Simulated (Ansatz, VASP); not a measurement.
LiCl in VASP and in Ansatz

```
Li Cl
1.0
     6.64706    0.00000    0.00000
     0.00000    6.64706    0.00000
     0.00000    0.00000    3.94699
Li Cl
4 4
Direct
  0.67156 0.67156 0.00000
  0.82844 0.17156 0.50000
  0.32844 0.32844 0.00000
  0.17156 0.82844 0.50000
  0.81046 0.81046 0.50000
  0.68954 0.31046 0.00000
  0.18954 0.18954 0.50000
  0.31046 0.68954 0.00000
```

Alike in both runs: functional PBE; k mesh 4 × 4 × 6; occupations gaussian, width 0.1 eV; no spin polarisation.

Ansatz relaxed the structure, and its values are those at the end. VASP's run is a single point on that final structure, the one shown.

```csv
,VASP,Ansatz
version,VASP 6.6.1,Ansatz 0.2.0
potentials or method,"VASP PAW PBE potentials, release 64 (Li_sv, Cl), cutoff 520 eV","scalar-relativistic, plane waves, PAW"
valence electrons in the cell,40,40
```

Ansatz gave:

| Property | Result |
| --- | --- |
| gap on the k mesh at the Fermi level (eV) | 5.91 |
| least direct gap on the mesh (eV) | 5.91 |
| rms of the force components (eV/Å) | 0.006 |

Question: Which values does VASP return?

Answer: gap on the k mesh at the Fermi level (eV): 5.92; least direct gap on the mesh (eV): 5.92; rms of the force components (eV/Å): 0.006.

Noted on VASP's run: the cutoff is short for stress, so the pressure is rough.
